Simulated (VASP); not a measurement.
**Sn4Ge3: single point with LDA**

Sn4Ge3:

```
Ge Sn
1.0
     0.67283   -3.97379    0.00000
     0.00000    2.04385   -3.47367
    12.07121    0.00000    0.00000
Ge Sn
3 4
Direct
  0.00000 0.00000 0.00000
  0.14280 0.57140 0.28580
  0.85720 0.42860 0.71420
  0.71420 0.85710 0.42870
  0.28580 0.14290 0.57130
  0.42860 0.71430 0.85710
  0.57140 0.28570 0.14290
```

```
Program             : VASP 6.6.1
Task                : single point
Functional          : LDA
Potentials or basis : VASP PAW LDA potentials, release 64 (Ge_d, Sn_d)
Cutoff              : 520 eV
k mesh              : 5 × 5 × 5
Occupations         : fermi-dirac, width 0.0189 eV
Spin                : no spin polarisation
```

```json
{
 "Pressure": "-1.2 GPa",
 "Largest force": "0.998 eV/Å",
 "Band gap on the k mesh": "zero (bands 49 and 50 overlap by 2.02 eV)"
}
```

Forces in eV/Å, atoms in the order of the input:
```
Ge   0.000  0.000  0.000
Ge  -0.033 -0.006 -0.003
Ge   0.033  0.006  0.003
Sn  -0.980 -0.166 -0.098
Sn   0.980  0.166  0.098
Sn   0.013  0.002  0.001
Sn  -0.013 -0.002 -0.001
```

Stress tensor (GPa, compression positive):
```
-2.05 -0.21 -0.13
-0.21 -0.83 -0.02
-0.13 -0.02 -0.81
```

Levels at points of the mesh, in eV from the Fermi level:
```
           k point  band 46  band 47  band 48  band 49  band 50  band 51  band 52  band 53
(0.00, 0.00, 0.00)     0.36     0.84     0.84     1.27     1.27     1.47     1.56     2.17
```

Wall time 2.5 min on 1 thread of AMD EPYC 7R43 64-Core Processor (Zen 3) (shared host), peak memory 0.26 GiB.

Caveat: the k points lie up to 0.36 Å⁻¹ apart, too coarse for converged energies and pressures of a metal; spin-orbit coupling is left out, which moves the levels of the heavy elements.
